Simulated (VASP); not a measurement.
**Ru: single point with revPBE**

The system is Ru.

```xyz
2
Lattice="0.0000 2.6485 2.6485 2.6485 0.0000 2.6485 2.6485 2.6485 0.0000" Properties=species:S:1:pos:R:3 pbc="T T T"
Ru    5.2971    5.2971    5.2971
Ru    1.3243    1.3243    1.3243
```

This isn't the form of Ru at room conditions, which is hcp.

```
Program             : VASP 6.6.1
Task                : single point
Functional          : revPBE
Potentials or basis : VASP PAW PBE potentials, release 64 (Ru_pv)
Cutoff              : 500 eV
k mesh              : 6 × 6 × 6
Occupations         : fermi-dirac, width 0.1 eV
Spin                : no spin polarisation
```

The pressure is 20.5 GPa and the band gap on the k mesh is zero (bands 14 and 15 overlap by 0.83 eV).

Levels at points of the mesh, in eV from the Fermi level:
| k point | band 11 | band 12 | band 13 | band 14 | band 15 | band 16 | band 17 | band 18 |
| --- | --- | --- | --- | --- | --- | --- | --- | --- |
| (0.00, 0.00, 0.00) | -3.51 | -3.51 | -0.51 | -0.51 | -0.51 | 2.11 | 2.11 | 10.90 |
| (0.50, 0.00, 0.00) | -3.82 | -3.39 | -0.45 | 0.27 | 0.27 | 1.59 | 1.59 | 3.39 |
| (0.50, 0.50, 0.00) | -1.46 | -1.46 | -1.39 | -1.39 | 1.90 | 1.90 | 3.65 | 3.65 |

It took 21 s on 1 thread of AMD EPYC 7R43 64-Core Processor (Zen 3), with other jobs on the host, peak memory 0.12 GiB.

Caveat: the cell stands under pressure; the PAW data sets were made with another functional, which shifts forces and pressure a little.
